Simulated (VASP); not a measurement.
# K3Al (Pm-3m) in VASP: further runs, part 2 of 2

VASP 6.6.1. Earlier steps stand in the parts before.

## 3. Relaxation of cell and atoms, PBE

This run uses another cell than the first one, of 46.18 Å³/atom.

Contents of INCAR:

```
SYSTEM = K3Al
PREC = Accurate
ENCUT = 600
EDIFF = 1E-7
ISMEAR = 0
SIGMA = 0.1
LREAL = .False.
LASPH = .True.
NELM = 60
ALGO = Fast
ISIF = 3
LWAVE = .False.
LCHARG = .False.
GGA = PE
IBRION = 2
NSW = 100
EDIFFG = -0.01
```

Contents of KPOINTS:

```
regular mesh
0
Gamma
  8 8 8
  0 0 0
```

Contents of POSCAR:

```
K3Al
1.0
    5.6949850256      0.0000000000      0.0000000000
    0.0000000000      5.6949850256      0.0000000000
    0.0000000000      0.0000000000      5.6949850256
K Al
3 1
Direct
    0.0000000000      0.5000000000      0.5000000000
    0.5000000000      0.0000000000      0.5000000000
    0.5000000000      0.5000000000      0.0000000000
    0.0000000000      0.0000000000      0.0000000000
```

Potentials or basis: VASP PAW PBE potentials, release 64 (K_sv, Al).

Command:

```sh
$ cat potpaw_PBE.64/K_sv/POTCAR potpaw_PBE.64/Al/POTCAR > POTCAR
$ mpirun -np 1 vasp_std > vasp.out
```

OUTCAR:

```text
SYSTEM = K3Al
   PREC = Accurate
   ENCUT = 600
   EDIFF = 1E-7
   ISMEAR = 0
   LREAL = .False.
   LASPH = .True.
   NELM = 60
   ISIF = 3
   GGA = PE
   IBRION = 2
   NSW = 100
   EDIFFG = -0.01

 ion  position               nearest neighbor table
   1  0.000  0.500  0.500-
   2  0.500  0.000  0.500-
   3  0.500  0.500  0.000-
   4  0.000  0.000  0.000-

  LATTYP: Found a simple cubic cell.
 ALAT       =     5.6949850256

  Lattice vectors:

 A1 = (   5.6949850256,   0.0000000000,   0.0000000000)
 A2 = (   0.0000000000,   5.6949850256,   0.0000000000)
 A3 = (   0.0000000000,   0.0000000000,   5.6949850256)

Analysis of symmetry for initial positions (statically):
=====================================================================
 Subroutine PRICEL returns:
 Original cell was already a primitive cell.

 Routine SETGRP: Setting up the symmetry group for a
 simple cubic supercell.

 Subroutine GETGRP returns: Found 48 space group operations
 (whereof 48 operations were pure point group operations)
 out of a pool of 48 trial point group operations.

The static configuration has the point symmetry O_h .

Analysis of symmetry for dynamics (positions and initial velocities):
=====================================================================
 Subroutine PRICEL returns:
 Original cell was already a primitive cell.

 Routine SETGRP: Setting up the symmetry group for a
 simple cubic supercell.

 Subroutine GETGRP returns: Found 48 space group operations
 (whereof 48 operations were pure point group operations)
 out of a pool of 48 trial point group operations.

The dynamic configuration has the point symmetry O_h .

 Subroutine INISYM returns: Found 48 space group operations
 (whereof 48 operations are pure point group operations),
 and found     1 'primitive' translations

----------------------------------------------------------------------------------------

                                     Primitive cell

  volume of cell :     184.7046

  direct lattice vectors                    reciprocal lattice vectors
     5.694985026  0.000000000  0.000000000     0.175593087  0.000000000  0.000000000
     0.000000000  5.694985026  0.000000000     0.000000000  0.175593087  0.000000000
     0.000000000  0.000000000  5.694985026     0.000000000  0.000000000  0.175593087

  length of vectors
     5.694985026  5.694985026  5.694985026     0.175593087  0.175593087  0.175593087

  position of ions in fractional coordinates (direct lattice)
     0.000000000  0.500000000  0.500000000
     0.500000000  0.000000000  0.500000000
     0.500000000  0.500000000  0.000000000
     0.000000000  0.000000000  0.000000000

  ion indices of the primitive-cell ions
   primitive index   ion index
                 1           1
                 2           2
                 3           3
                 4           4

----------------------------------------------------------------------------------------

 KPOINTS: regular mesh

Automatic generation of k-mesh.
 Grid dimensions read from file:
 generate k-points for:    8    8    8

 Generating k-lattice:

  Cartesian coordinates                     Fractional coordinates (reciprocal lattice)
     0.021949136  0.000000000  0.000000000     0.125000000  0.000000000  0.000000000
     0.000000000  0.021949136  0.000000000     0.000000000  0.125000000  0.000000000
     0.000000000  0.000000000  0.021949136     0.000000000  0.000000000  0.125000000

  Length of vectors
     0.021949136  0.021949136  0.021949136

  Shift w.r.t. Gamma in fractional coordinates (k-lattice)
     0.000000000  0.000000000  0.000000000

 Subroutine IBZKPT returns following result:
 ===========================================

 Found     35 irreducible k-points:

 Following reciprocal coordinates:
            Coordinates               Weight
  0.000000  0.000000  0.000000      1.000000
  0.125000  0.000000  0.000000      6.000000
  0.250000  0.000000  0.000000      6.000000
  0.375000  0.000000  0.000000      6.000000
  0.500000  0.000000  0.000000      3.000000
  0.125000  0.125000  0.000000     12.000000
[... 16 lines left out ...]
  0.375000  0.375000  0.125000     24.000000
  0.500000  0.375000  0.125000     24.000000
 [... further k-points ...]
   k-points           NKPTS =     35   k-points in BZ     NKDIM =     35   number of bands    NBANDS=     19
   number of dos      NEDOS =    301   number of ions     NIONS =      4
   total plane-waves  NPLWV = 110592
   dimension x,y,z NGX =    48 NGY =   48 NGZ =   48
   dimension x,y,z NGXF=    96 NGYF=   96 NGZF=   96
   ions per type =               3   1
   NGX,Y,Z   is equivalent  to a cutoff of  14.01, 14.01, 14.01 a.u.
   NGXF,Y,Z  is equivalent  to a cutoff of  28.02, 28.02, 28.02 a.u.
 SYSTEM =  K3Al
   PREC   = accura    normal or accurate (medium, high low for compatibility)
   ISTART =      0    job   : 0-new  1-cont  2-samecut
   ICHARG =      2    charge: 1-file 2-atom 10-const
   ISPIN  =      1    spin polarized calculation?
   LNONCOLLINEAR =      F non collinear calculations
   LSORBIT =      F    spin-orbit coupling
   LASPH  =      T    aspherical Exc in radial PAW
   ENCUT  =  600.0 eV  44.10 Ry    6.64 a.u.  11.37 11.37 11.37*2*pi/ulx,y,z
   NELM   =     60;   NELMIN=  2; NELMDL= -5     # of ELM steps
   EDIFF  = 0.1E-06   stopping-criterion for ELM
   LREAL  =      F    real-space projection
   EDIFFG = -.1E-01   stopping-criterion for IOM
   NSW    =    100    number of steps for IOM
   IBRION =      2    ionic relax: 0-MD 1-quasi-New 2-CG
   NFREE  =      1    steps in history (QN), initial steepest desc. (CG)
   ISIF   =      3    stress and relaxation
   ISYM   =      2    0-nonsym 1-usesym 2-fastsym
   POTIM  = 0.5000    time-step for ionic-motion
   TEBEG  =    0.0;   TEEND  =   0.0 temperature during run
   PSTRESS=    0.0 pullay stress
   NELECT =      30.0000    total number of electrons
   NUPDOWN=      -1.0000    fix difference up-down
   EMIN   =  10.00;   EMAX   =-10.00  energy-range for DOS
   EFERMI =   0.00;   METHOD = LEGACY
   ISMEAR =     0;   SIGMA  =   0.10  broadening in eV -4-tet -1-fermi 0-gaus
   EFERMI_NEDOS =   21; number of points for ismear=-14 and -15
   IALGO  =     68    algorithm
   IMIX   =      4    mixing-type and parameters
     AMIX     =   0.40;   BMIX     =  1.00
     AMIX_MAG =   1.60;   BMIX_MAG =  1.00
  volume/ion in A,a.u.               =      46.18       311.61
  Fermi-wavevector in a.u.,A,eV,Ry     =   0.893215  1.687932 10.855177  0.797833
  Thomas-Fermi vector in A             =   2.015264
   LORBIT       =      0    0 simple, 1 ext, 2 COOP (PROOUT), +10 PAW based schemes
   GGA     = PE    functional components
   LHFCALC =     F    Hartree Fock is set to
   AEXX    =    0.0000 exact exchange contribution
   IVDW    =     0    specifies the selected vdW correction
   LEPSILON=     F    determine dielectric tensor
   LRPA    =     F    only Hartree local field effects (RPA)
 conjugate gradient relaxation of ions
 non-spin polarized calculation
 RMM-DIIS sequential band-by-band and
 Gauss-broadening in eV      SIGMA  =   0.10
  energy-cutoff  :      600.00
  volume of cell :      184.70
 maximum number of plane-waves:      6196
 NGX is ok and might be reduce to    48
   NGX = 23   NGY = 23   NGZ = 23

--------------------------------------- Ionic step        1  -------------------------------------------

 number of electron      29.9999999 magnetization

 Free energy of the ion-electron system (eV)
  ---------------------------------------------------
  ext. energy  EPLUGINS =         0.00000000
  ---------------------------------------------------
  free energy    TOTEN  =        -5.63322430 eV

  energy without entropy =       -5.61464550  energy(sigma->0) =       -5.62393490

------------------------ aborting loop because EDIFF is reached ----------------------------------------

  FORCE on cell =-STRESS in cart. coord.  units (eV):
  Direction    XX          YY          ZZ          XY          YZ          ZX
  --------------------------------------------------------------------------------------
  -------------------------------------------------------------------------------------
  Total        0.3101873      0.3101873      0.3101873      0.0000000      0.0000000      0.0000000
  in kB        2.6906475      2.6906475      2.6906475      0.0000000      0.0000000      0.0000000
  external PRESSURE =       2.6906475 kB  Pullay stress =       0.0000000 kB
[... 101 lines left out ...]
--------------------------------------- Ionic step        4  -------------------------------------------

 number of electron      30.0000003 magnetization

 Free energy of the ion-electron system (eV)
  ---------------------------------------------------
  ext. energy  EPLUGINS =         0.00000000
  ---------------------------------------------------
  free energy    TOTEN  =        -5.63873642 eV

  energy without entropy =       -5.61977933  energy(sigma->0) =       -5.62925787

 E-fermi :   0.8285     XC(G=0):  -6.7390

 val. band max:        0.8019694210   @ k =   0.5000   0.5000   0.0000
 cond. band min:       0.8370690277   @ k =   0.5000   0.2500   0.2500
 fundamental gap:      0.0350996067
 Fermi energy:         0.8285254712

 k-point     1 :       0.0000    0.0000    0.0000
  band No.  band energies     occupation
      1     -31.0042      2.00000
      2     -30.9781      2.00000
      3     -30.9781      2.00000
      4     -14.6165      2.00000
      5     -14.6165      2.00000
      6     -14.6165      2.00000
[... 505 lines left out ...]
      6     -14.5224      2.00000
[... 11 lines left out ...]
     18       2.9539      0.00000
     19       3.2101      0.00000

 [... further k-points ...]
[... 5 lines left out ...]
  --------------------------------------------------------------------------------------
  -------------------------------------------------------------------------------------
  Total        0.0046210      0.0046210      0.0046210      0.0000000      0.0000000      0.0000000
  in kB        0.0387026      0.0387026      0.0387026      0.0000000      0.0000000      0.0000000
  external PRESSURE =       0.0387026 kB  Pullay stress =       0.0000000 kB
[... 19 lines left out ...]
  FREE ENERGIE OF THE ION-ELECTRON SYSTEM (eV)
  ---------------------------------------------------
  free  energy   TOTEN  =        -5.6387364151 eV

  energy  without entropy=       -5.6197793337  energy(sigma->0) =       -5.62925787

 reached required accuracy - stopping structural energy minimisation
```

OSZICAR:

```text
N       E                     dE             d eps       ncg     rms          rms(c)
DAV:   1     0.218575064425E+03    0.21858E+03   -0.13570E+04  1330   0.142E+03
DAV:   2     0.111307875233E+02   -0.20744E+03   -0.20382E+03  1558   0.366E+02
DAV:   3    -0.493387457030E+01   -0.16065E+02   -0.15867E+02  2118   0.827E+01
[... 82 lines left out ...]
RMM:  10    -0.563873632839E+01   -0.34040E-06   -0.32083E-06  1755   0.969E-03    0.181E-03
RMM:  11    -0.563873655639E+01   -0.22799E-06   -0.16388E-06  1448   0.641E-03    0.222E-03
RMM:  12    -0.563873667715E+01   -0.12076E-06   -0.10093E-06  1413   0.523E-03    0.250E-03
RMM:  13    -0.563873644167E+01    0.23548E-06   -0.51919E-07  1200   0.393E-03    0.149E-03
RMM:  14    -0.563873641512E+01    0.26548E-07   -0.35059E-07   995   0.297E-03
   4 F= -.56387364E+01 E0= -.56292579E+01  d E =-.551211E-02
```

CONTCAR:

```text
K3Al
   1.00000000000000
     5.7619270436301253    0.0000000000000000    0.0000000000000000
     0.0000000000000000    5.7619270436301253   -0.0000000000000000
    -0.0000000000000000    0.0000000000000000    5.7619270436301253
  K               Al
     3     1
Direct
     0.0000000000000000    0.5000000000000000    0.5000000000000000
     0.5000000000000000    0.0000000000000000    0.5000000000000000
     0.5000000000000000    0.5000000000000000    0.0000000000000000
     0.0000000000000000    0.0000000000000000    0.0000000000000000

  0.00000000E+00  0.00000000E+00  0.00000000E+00
  0.00000000E+00  0.00000000E+00  0.00000000E+00
  0.00000000E+00  0.00000000E+00  0.00000000E+00
  0.00000000E+00  0.00000000E+00  0.00000000E+00
```

Wall time 13 min (1 thread of Intel Xeon 6975P-C (Granite Rapids), shared host); peak memory 0.42 GiB.

Results:

* Free energy: -5.6387 eV
* Relaxed volume: 47.82 Å³/atom
* Relaxed cell: a = 5.762 Å, b = 5.762 Å, c = 5.762 Å, α = 90.00°, β = 90.00°, γ = 90.00°
* Space group after relaxing (to 0.1 Å): Pm-3m (No. 221)
* Energy gained by relaxing: 1.4 meV/atom
* Ionic steps: 4
* Pressure after relaxing: 0.0 GPa
* Band gap on the k mesh: zero (bands 15 and 16 overlap by 0.87 eV)

Step by step:
```csv
step,energy change (eV),largest force (eV/Å),pressure (GPa),volume (Å³)
1,0.0000,0.0000,0.27,184.70
2,-0.0029,0.0000,0.18,186.79
3,-0.0052,0.0000,0.05,189.93
4,-0.0055,0.0000,0.00,191.29
```

Final structure:
```cif
data_structure
_symmetry_space_group_name_H-M 'P 1'
_symmetry_Int_Tables_number 1
_cell_length_a 5.7619
_cell_length_b 5.7619
_cell_length_c 5.7619
_cell_angle_alpha 90.000
_cell_angle_beta 90.000
_cell_angle_gamma 90.000
_cell_volume 191.29
loop_
_atom_site_label
_atom_site_type_symbol
_atom_site_fract_x
_atom_site_fract_y
_atom_site_fract_z
_atom_site_occupancy
K1 K 0.00000 0.50000 0.50000 1
K2 K 0.50000 0.00000 0.50000 1
K3 K 0.50000 0.50000 0.00000 1
Al1 Al 0.00000 0.00000 0.00000 1
```
